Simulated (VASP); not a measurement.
Write the native input for VASP 6.6.1 that does the following.

```
Task                   : single point
Functional             : r2SCAN
Potentials or basis    : VASP PAW PBE potentials, release 64 (Ga_d, P, In_d)
Cutoff                 : 520 eV
k mesh                 : 6 × 6 × 6
Occupations            : fermi-dirac, width 0.02 eV
Spin                   : no spin polarisation
Dipole correction      : no
Further INCAR settings : ALGO = Normal; EDIFF = 1e-06; NBANDS = 46
```

InGa3P4:

```
CELL_PARAMETERS angstrom
-2.78348 2.78348 5.55570
2.78348 -2.78348 5.55570
2.78348 2.78348 -5.55570
ATOMIC_POSITIONS crystal
Ga 0.75000 0.25000 0.50000
Ga 0.50000 0.50000 0.00000
Ga 0.25000 0.75000 0.50000
P 0.13315 0.60641 0.00000
P 0.86685 0.86685 0.47326
P 0.60641 0.13315 0.00000
P 0.39359 0.39359 0.52674
In 0.00000 0.00000 0.00000
```

These files were run (other wordings do the same):

POSCAR

```
InGa3P4
1.0
   -2.7834816796      2.7834816796      5.5557041547
    2.7834816796     -2.7834816796      5.5557041547
    2.7834816796      2.7834816796     -5.5557041547
Ga P In
3 4 1
Direct
    0.7500000000      0.2500000000      0.5000000000
    0.5000000000      0.5000000000      0.0000000000
    0.2500000000      0.7500000000      0.5000000000
    0.1331493740      0.6064081504      0.0000000000
    0.8668506260      0.8668506260      0.4732587765
    0.6064081504      0.1331493740      0.0000000000
    0.3935918496      0.3935918496      0.5267412235
    0.0000000000      0.0000000000      0.0000000000
```

INCAR.step1

```
  ALGO = Normal
  EDIFF = 1E-4
  ENCUT = 520
  GGA = PE
  ISMEAR = -1
  LASPH = True
  LCHARG = False
  LREAL = False
  LWAVE = True
  NBANDS = 46
  NELM = 60
  PREC = Accurate
  SIGMA = 0.02
```

INCAR.step2

```
  ALGO = Normal
  EDIFF = 1E-6
  ENCUT = 520
  ISIF = 2
  ISMEAR = -1
  ISTART = 1
  LASPH = True
  LCHARG = False
  LMIXTAU = True
  LREAL = False
  LWAVE = False
  METAGGA = R2SCAN
  NBANDS = 46
  NELM = 60
  PREC = Accurate
  SIGMA = 0.02
```

KPOINTS

```
k-points
0
Gamma
  6 6 6
```

Potentials or basis: VASP PAW PBE potentials, release 64 (Ga_d, P, In_d).

The run is started by

```console
$ cat potpaw_PBE.64/Ga_d/POTCAR potpaw_PBE.64/P/POTCAR potpaw_PBE.64/In_d/POTCAR > POTCAR
$ cp INCAR.step1 INCAR
$ mpirun -np 1 vasp_std > vasp.out
$ cp INCAR.step2 INCAR
$ mpirun -np 1 vasp_std > vasp.out
```

Results of the run:

```
Pressure               : -0.1 GPa
Largest force          : 0.008 eV/Å
Band gap on the k mesh : 1.78 eV (least direct gap 1.79 eV)
```

Caveat: the PAW data sets were made with another functional, which shifts forces and pressure a little; spin-orbit coupling is left out, which moves the levels of the heavy elements.

It took 15 min on 1 thread of Intel(R) Xeon(R) 6975P-C (Granite Rapids), on a shared host, peak memory 0.55 GiB.
